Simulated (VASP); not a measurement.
Set up this calculation in VASP 6.6.1, as the native input.

```yaml
Task: relaxation of cell and atoms
Functional: LDA
Potentials_or_basis: VASP PAW LDA potentials, release 64 (Ga_d, N)
Cutoff: 600 eV
k_mesh: 14 × 14 × 14
Occupations: fermi-dirac, width 0.1 eV
Spin: no spin polarisation
Dipole_correction: no
Further_INCAR_settings: ALGO = Normal; EDIFF = 1e-06; IBRION = 2; EDIFFG = -0.002; NSW = 100; ISIF = 3
```

The structure of GaN lies in POSCAR:

```
GaN
1.0
    0.0000000000      2.2535006075      2.2535006075
    2.2535006075      0.0000000000      2.2535006075
    2.2535006075      2.2535006075      0.0000000000
Ga N
1 1
Direct
    0.0000000000      0.0000000000      0.0000000000
    0.2500000000      0.2500000000      0.2500000000
```

The input as run:

INCAR

```
PREC = Accurate ; ENCUT = 600
EDIFF = 1E-6 ; ISMEAR = -1
SIGMA = 0.1 ; LREAL = False
LASPH = True ; NELM = 60
ALGO = Normal ; ISIF = 3
LWAVE = False ; LCHARG = False
GGA = CA ; IBRION = 2
NSW = 100 ; EDIFFG = -0.002
```

KPOINTS

```
regular mesh
0
Gamma
  14 14 14
```

Potentials or basis: VASP PAW LDA potentials, release 64 (Ga_d, N).

Launch:

```console
$ cat potpaw_LDA.64/Ga_d/POTCAR potpaw_LDA.64/N/POTCAR > POTCAR
$ mpirun -np 1 vasp_std > vasp.out
```

Results of the run:

The relaxed volume is 11.12 Å³/atom. The relaxed cell is a = 3.156 Å, b = 3.156 Å, c = 3.156 Å, α = 60.00°, β = 60.00°, γ = 60.00° and the space group after relaxing (to 0.05 Å) is F-43m (No. 216). The energy gained by relaxing is 6.0 meV/atom and the ionic steps are 6. The pressure after relaxing is 0.0 GPa. The band gap on the k mesh is 1.94 eV, direct.

It took 59 s on 1 thread of Intel(R) Xeon(R) 6975P-C (Granite Rapids), on a shared host, peak memory 0.18 GiB.
